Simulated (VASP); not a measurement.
# PbS (zincblende type) (F-43m) in VASP: a series of runs

The runs below take PbS (zincblende type) through single point, relaxation of cell and atoms, with PBE.

Everything below comes from runs of VASP 6.6.1. Logs are shortened: lines on timing, memory, paths and dates and some standing lists are left out, and cuts for length are marked.

## Step 1: The cell of the first run

The structure is cubic, space group F-43m (No. 216). Conventional cell: a = 6.422 Å, b = 6.422 Å, c = 6.422 Å, α = 90.00°, β = 90.00°, γ = 90.00°. Within 3.7 Å of Pb (site symmetry -43m) lie 4 S at 2.78 Å. S (site symmetry -43m) has 4 Pb at 2.78 Å within 3.7 Å.

## Step 2: Single point, PBE

File INCAR:

```
SYSTEM = PbS
PREC = Accurate
ENCUT = 520
EDIFF = 1E-7
ISMEAR = -1
SIGMA = 0.08
LREAL = .FALSE.
LASPH = .TRUE.
NELM = 100
ALGO = Normal
ISIF = 2
LWAVE = .FALSE.
LCHARG = .FALSE.
GGA = PE
NBANDS = 17
```

File KPOINTS:

```
Automatic mesh
0
G
  11 11 11
  0 0 0
```

File POSCAR:

```
PbS
1.0
    0.0000000000      3.2112017667      3.2112017667
    3.2112017667      0.0000000000      3.2112017667
    3.2112017667      3.2112017667      0.0000000000
Pb S
1 1
Direct
    0.0000000000      0.0000000000      0.0000000000
    0.2500000000      0.2500000000      0.2500000000
```

Potentials or basis: VASP PAW PBE potentials, release 64 (Pb_d, S).

Started as:

```
cat potpaw_PBE.64/Pb_d/POTCAR potpaw_PBE.64/S/POTCAR > POTCAR
mpirun -np 1 vasp_std > vasp.out
```

OUTCAR:

```text
SYSTEM = PbS
   PREC = Accurate
   ENCUT = 520
   EDIFF = 1E-7
   ISMEAR = -1
   LREAL = .FALSE.
   LASPH = .TRUE.
   NELM = 100
   ISIF = 2
   GGA = PE

 ion  position               nearest neighbor table
   1  0.000  0.000  0.000-   2 2.78   2 2.78   2 2.78   2 2.78
   2  0.250  0.250  0.250-   1 2.78   1 2.78   1 2.78   1 2.78

  LATTYP: Found a face centered cubic cell.
 ALAT       =     6.4224035334

  Lattice vectors:

 A1 = (   0.0000000000,   3.2112017667,   3.2112017667)
 A2 = (   3.2112017667,   0.0000000000,   3.2112017667)
 A3 = (   3.2112017667,   3.2112017667,   0.0000000000)

Analysis of symmetry for initial positions (statically):
=====================================================================
 Subroutine PRICEL returns:
 Original cell was already a primitive cell.

 Routine SETGRP: Setting up the symmetry group for a
 face centered cubic supercell.

 Subroutine GETGRP returns: Found 24 space group operations
 (whereof 24 operations were pure point group operations)
 out of a pool of 48 trial point group operations.

The static configuration has the point symmetry T_d .

Analysis of symmetry for dynamics (positions and initial velocities):
=====================================================================
 Subroutine PRICEL returns:
 Original cell was already a primitive cell.

 Routine SETGRP: Setting up the symmetry group for a
 face centered cubic supercell.

 Subroutine GETGRP returns: Found 24 space group operations
 (whereof 24 operations were pure point group operations)
 out of a pool of 48 trial point group operations.

The dynamic configuration has the point symmetry T_d .

 Subroutine INISYM returns: Found 24 space group operations
 (whereof 24 operations are pure point group operations),
 and found     1 'primitive' translations

----------------------------------------------------------------------------------------

                                     Primitive cell

  volume of cell :      66.2266

  direct lattice vectors                    reciprocal lattice vectors
     0.000000000  3.211201767  3.211201767    -0.155704947  0.155704947  0.155704947
     3.211201767  0.000000000  3.211201767     0.155704947 -0.155704947  0.155704947
     3.211201767  3.211201767  0.000000000     0.155704947  0.155704947 -0.155704947

  length of vectors
     4.541325090  4.541325090  4.541325090     0.269688879  0.269688879  0.269688879

  position of ions in fractional coordinates (direct lattice)
     0.000000000  0.000000000  0.000000000
     0.250000000  0.250000000  0.250000000

  ion indices of the primitive-cell ions
   primitive index   ion index
                 1           1
                 2           2

----------------------------------------------------------------------------------------

 KPOINTS: Automatic mesh

Automatic generation of k-mesh.
 Grid dimensions read from file:
 generate k-points for:   11   11   11

 Generating k-lattice:

  Cartesian coordinates                     Fractional coordinates (reciprocal lattice)
    -0.014154995  0.014154995  0.014154995     0.090909091  0.000000000  0.000000000
     0.014154995 -0.014154995  0.014154995     0.000000000  0.090909091  0.000000000
     0.014154995  0.014154995 -0.014154995     0.000000000  0.000000000  0.090909091

  Length of vectors
     0.024517171  0.024517171  0.024517171

  Shift w.r.t. Gamma in fractional coordinates (k-lattice)
     0.000000000  0.000000000  0.000000000

 Subroutine IBZKPT returns following result:
 ===========================================

 Found     56 irreducible k-points:

 Following reciprocal coordinates:
            Coordinates               Weight
  0.000000  0.000000  0.000000      1.000000
  0.090909  0.000000  0.000000      8.000000
  0.181818  0.000000  0.000000      8.000000
  0.272727  0.000000  0.000000      8.000000
  0.363636  0.000000  0.000000      8.000000
  0.454545  0.000000  0.000000      8.000000
[... 16 lines left out ...]
 -0.272727  0.181818  0.000000     24.000000
 -0.181818  0.181818  0.000000     12.000000
 [... further k-points ...]
   k-points           NKPTS =     56   k-points in BZ     NKDIM =     56   number of bands    NBANDS=     17
   number of dos      NEDOS =    301   number of ions     NIONS =      2
   total plane-waves  NPLWV =  46656
   dimension x,y,z NGX =    36 NGY =   36 NGZ =   36
   dimension x,y,z NGXF=    72 NGYF=   72 NGZF=   72
   ions per type =               1   1
   NGX,Y,Z   is equivalent  to a cutoff of  13.18, 13.18, 13.18 a.u.
   NGXF,Y,Z  is equivalent  to a cutoff of  26.36, 26.36, 26.36 a.u.
 SYSTEM =  PbS
   PREC   = accura    normal or accurate (medium, high low for compatibility)
   ISTART =      0    job   : 0-new  1-cont  2-samecut
   ICHARG =      2    charge: 1-file 2-atom 10-const
   ISPIN  =      1    spin polarized calculation?
   LNONCOLLINEAR =      F non collinear calculations
   LSORBIT =      F    spin-orbit coupling
   LASPH  =      T    aspherical Exc in radial PAW
   ENCUT  =  520.0 eV  38.22 Ry    6.18 a.u.   8.44  8.44  8.44*2*pi/ulx,y,z
   NELM   =    100;   NELMIN=  2; NELMDL= -5     # of ELM steps
   EDIFF  = 0.1E-06   stopping-criterion for ELM
   LREAL  =      F    real-space projection
   EDIFFG = 0.1E-05   stopping-criterion for IOM
   NSW    =      0    number of steps for IOM
   IBRION =     -1    ionic relax: 0-MD 1-quasi-New 2-CG
   NFREE  =      0    steps in history (QN), initial steepest desc. (CG)
   ISIF   =      2    stress and relaxation
   ISYM   =      2    0-nonsym 1-usesym 2-fastsym
   POTIM  = 0.5000    time-step for ionic-motion
   TEBEG  =    0.0;   TEEND  =   0.0 temperature during run
   PSTRESS=    0.0 pullay stress
   NELECT =      20.0000    total number of electrons
   NUPDOWN=      -1.0000    fix difference up-down
   EMIN   =  10.00;   EMAX   =-10.00  energy-range for DOS
   EFERMI =   0.00;   METHOD = LEGACY
   ISMEAR =    -1;   SIGMA  =   0.08  broadening in eV -4-tet -1-fermi 0-gaus
   EFERMI_NEDOS =   21; number of points for ismear=-14 and -15
   IALGO  =     38    algorithm
   IMIX   =      4    mixing-type and parameters
     AMIX     =   0.40;   BMIX     =  1.00
     AMIX_MAG =   1.60;   BMIX_MAG =  1.00
  volume/ion in A,a.u.               =      33.11       223.46
  Fermi-wavevector in a.u.,A,eV,Ry     =   1.098350  2.075580 16.413683  1.206372
  Thomas-Fermi vector in A             =   2.234725
   LORBIT       =      0    0 simple, 1 ext, 2 COOP (PROOUT), +10 PAW based schemes
   GGA     = PE    functional components
   LHFCALC =     F    Hartree Fock is set to
   AEXX    =    0.0000 exact exchange contribution
   IVDW    =     0    specifies the selected vdW correction
   LEPSILON=     F    determine dielectric tensor
   LRPA    =     F    only Hartree local field effects (RPA)
 non-spin polarized calculation
  energy-cutoff  :      520.00
  volume of cell :       66.23
 maximum number of plane-waves:      1810
 NGX is ok and might be reduce to    36
   NGX = 17   NGY = 17   NGZ = 17

 number of electron      20.0000002 magnetization

 Free energy of the ion-electron system (eV)
  ---------------------------------------------------
  ext. energy  EPLUGINS =         0.00000000
  ---------------------------------------------------
  free energy    TOTEN  =        -8.31617181 eV

  energy without entropy =       -8.31562868  energy(sigma->0) =       -8.31590024

 E-fermi :   4.0359     XC(G=0):  -8.2766

 val. band max:        3.6478084523   @ k =  -0.2727   0.4545   0.1818
 cond. band min:       4.3052393910   @ k =   0.4545   0.4545   0.0000
 fundamental gap:      0.6574309387
 Fermi energy:         4.0359246181

 k-point     1 :       0.0000    0.0000    0.0000
  band No.  band energies     occupation
      1     -13.0425      2.00000
      2     -13.0425      2.00000
      3     -13.0425      2.00000
      4     -12.9869      2.00000
      5     -12.9869      2.00000
      6      -9.4977      2.00000
[... 9 lines left out ...]
     16      12.2733      0.00000
     17      13.3668      0.00000

 k-point     2 :       0.0909    0.0000    0.0000
  band No.  band energies     occupation
      1     -13.0466      2.00000
      2     -13.0410      2.00000
      3     -13.0410      2.00000
      4     -12.9868      2.00000
      5     -12.9868      2.00000
      6      -9.4420      2.00000
[... 9 lines left out ...]
     16      11.8878      0.00000
     17      13.0292      0.00000

 k-point     3 :       0.1818    0.0000    0.0000
  band No.  band energies     occupation
      1     -13.0575      2.00000
      2     -13.0371      2.00000
      3     -13.0371      2.00000
      4     -12.9863      2.00000
      5     -12.9863      2.00000
      6      -9.2836      2.00000
[... 9 lines left out ...]
     16      11.4988      0.00000
     17      12.7419      0.00000

 k-point     4 :       0.2727    0.0000    0.0000
  band No.  band energies     occupation
      1     -13.0715      2.00000
      2     -13.0326      2.00000
      3     -13.0326      2.00000
      4     -12.9850      2.00000
      5     -12.9850      2.00000
      6      -9.0519      2.00000
[... 9 lines left out ...]
     16      11.4636      0.00000
     17      13.2733      0.00000
[... 343 lines left out ...]
      1     -13.0955      2.00000
      2     -13.0250      2.00000
      3     -13.0218      2.00000
      4     -12.9837      2.00000
      5     -12.9836      2.00000
      6      -8.5500      2.00000
[... 9 lines left out ...]
     16      12.3722      0.00000
     17      13.3639      0.00000

 k-point    23 :      -0.2727    0.1818    0.0000
  band No.  band energies     occupation
      1     -13.0874      2.00000
      2     -13.0264      2.00000
      3     -13.0255      2.00000
      4     -12.9866      2.00000
      5     -12.9827      2.00000
      6      -8.7407      2.00000
[... 9 lines left out ...]
     16      12.3436      0.00000
     17      13.4842      0.00000

 k-point    24 :      -0.1818    0.1818    0.0000
  band No.  band energies     occupation
      1     -13.0766      2.00000
      2     -13.0306      2.00000
      3     -13.0288      2.00000
      4     -12.9880      2.00000
      5     -12.9831      2.00000
      6      -8.9718      2.00000
[... 9 lines left out ...]
     16      11.7461      0.00000
     17      13.8710      0.00000

 [... further k-points ...]
[... 5 lines left out ...]
  --------------------------------------------------------------------------------------
  -------------------------------------------------------------------------------------
  Total        1.8380552      1.8380552      1.8380552      0.0000000      0.0000000      0.0000000
  in kB       44.4668485     44.4668485     44.4668485      0.0000000      0.0000000      0.0000000
  external PRESSURE =      44.4668485 kB  Pullay stress =       0.0000000 kB

 VOLUME and BASIS-vectors are now :
 -----------------------------------------------------------------------------
  energy-cutoff  :      520.00
  volume of cell :       66.23
      direct lattice vectors                 reciprocal lattice vectors
     0.000000000  3.211201767  3.211201767    -0.155704947  0.155704947  0.155704947
     3.211201767  0.000000000  3.211201767     0.155704947 -0.155704947  0.155704947
     3.211201767  3.211201767  0.000000000     0.155704947  0.155704947 -0.155704947

 POSITION                                       TOTAL-FORCE (eV/Angst)
 -----------------------------------------------------------------------------------
      0.00000      0.00000      0.00000         0.000000     -0.000000     -0.000000
      1.60560      1.60560      1.60560        -0.000000      0.000000      0.000000
 -----------------------------------------------------------------------------------
    total drift:                                0.000000      0.000000      0.000000

  FREE ENERGIE OF THE ION-ELECTRON SYSTEM (eV)
  ---------------------------------------------------
  free  energy   TOTEN  =        -8.3161718077 eV

  energy  without entropy=       -8.3156286788  energy(sigma->0) =       -8.31590024
```

It took 31 s on 1 thread of Intel Xeon 6975P-C (Granite Rapids), shared host; peak memory 0.23 GiB.

What came out:

| Quantity | Value |
| --- | --- |
| Free energy | -8.3162 eV |
| Pressure | 4.4 GPa |
| Band gap on the k mesh | 0.66 eV, indirect (least direct gap 1.16 eV) |

Caveat: spin-orbit coupling is left out, which moves the levels of the heavy elements. A k mesh can miss the band edges.

## Step 3: Single point, PBE

File INCAR:

```
ALGO     = Normal         # electronic algorithm
EDIFF    = 1E-7           # SCF threshold, eV
ENCUT    = 520            # plane-wave cutoff, eV
GGA      = PE             # functional
ISIF     = 2              # what is computed and relaxed
ISMEAR   = -1             # smearing method
LASPH    = T              # aspherical terms in the spheres
LCHARG   = F              # write CHGCAR
LREAL    = F              # projectors in reciprocal space
LWAVE    = F              # write WAVECAR
NBANDS   = 17             # bands
NELM     = 80             # most SCF steps
PREC     = Accurate       # precision mode
SIGMA    = 0.08           # smearing width, eV
```

File KPOINTS:

```
k-points
0
Gamma
  11 11 11
```

POSCAR is that of step 2.

Potentials or basis: VASP PAW PBE potentials, release 64 (Pb_d, S).

Started as:

```
cat potpaw_PBE.64/Pb_d/POTCAR potpaw_PBE.64/S/POTCAR > POTCAR
mpirun -np 1 vasp_std > vasp.out
```

Run time: 28 s. Hardware: 1 thread of Intel Xeon 6975P-C (Granite Rapids), shared host; peak memory 0.23 GiB.

Results (log left out):

* Free energy: -8.3162 eV
* Pressure: 4.4 GPa
* Band gap on the k mesh: 0.66 eV, indirect (least direct gap 1.16 eV)

Levels at points of the mesh, in eV from the valence-band top:
```tsv
k point	band 7	band 8	band 9	band 10	band 11	band 12	band 13	band 14
(0.00, 0.00, 0.00)	-5.71	-1.97	-1.97	-1.97	2.47	2.47	2.47	5.40
```

Caveat: spin-orbit coupling is left out, which moves the levels of the heavy elements.

## Step 4: Relaxation of cell and atoms, PBE, target pressure 4.5 GPa, at which the enthalpy is minimised

This run uses another cell than the first one, of 29.52 Å³/atom, 0.892 times its volume.

File INCAR:

```
PREC = Accurate
ENCUT = 600
EDIFF = 1E-6
ISMEAR = -1
SIGMA = 0.08
LREAL = False
LASPH = True
NELM = 80
ALGO = Normal
ISIF = 3
LWAVE = False
LCHARG = False
GGA = PE
IBRION = 2
NSW = 60
EDIFFG = -0.005
PSTRESS = 45.0
```

File KPOINTS:

```
regular mesh
0
Gamma
  11 11 11
```

File POSCAR:

```
PbS
1.0
    0.0000000000      3.0906432118      3.0906432118
    3.0906432118      0.0000000000      3.0906432118
    3.0906432118      3.0906432118      0.0000000000
Pb S
1 1
Direct
    0.0000000000      0.0000000000      0.0000000000
    0.2500000000      0.2500000000      0.2500000000
```

Started as:

```
cat potpaw_PBE.64/Pb_d/POTCAR potpaw_PBE.64/S/POTCAR > POTCAR
mpirun -np 1 vasp_std > vasp.out
```

It took 54 s on 1 thread of Intel Xeon 6975P-C (Granite Rapids), shared host; peak memory 0.25 GiB.

The run converged. Its results:

```
Free energy                                            : -8.3147 eV
Relaxed volume                                         : 33.11 Å³/atom
Relaxed cell                                           : a = 4.541 Å, b = 4.541 Å, c = 4.541 Å, α = 60.00°, β = 60.00°, γ = 60.00°
Space group after relaxing (to 0.05 Å)                 : F-43m (No. 216)
Energy change on relaxing (the enthalpy is what falls) : -176.5 meV/atom
Ionic steps                                            : 3
Pressure after relaxing                                : 4.5 GPa
Band gap on the k mesh                                 : 0.66 eV, indirect (least direct gap 1.16 eV)
```

The path:
| step | energy change (eV) | largest force (eV/Å) | pressure (GPa) | volume (Å³) |
| --- | --- | --- | --- | --- |
| 1 | 0.0000 | 0.0000 | 11.94 | 59.04 |
| 2 | -0.4391 | 0.0000 | 0.92 | 71.55 |
| 3 | -0.3531 | 0.0000 | 4.48 | 66.21 |

Final structure:
```xyz
2
Lattice="0.0000 3.2109 3.2109 3.2109 0.0000 3.2109 3.2109 3.2109 0.0000" Properties=species:S:1:pos:R:3 pbc="T T T"
Pb    0.0000    0.0000    0.0000
S     1.6055    1.6055    1.6055
```

Levels at points of the mesh, in eV from the valence-band top:
```csv
k point,band 8,band 9,band 10,band 11,band 12,band 13
"(0.00, 0.00, 0.00)",-1.97,-1.97,-1.97,2.47,2.47,2.47
```

Caveat: the cell is relaxed towards a set pressure, so the enthalpy falls and the energy may rise; spin-orbit coupling is left out, which moves the levels of the heavy elements.
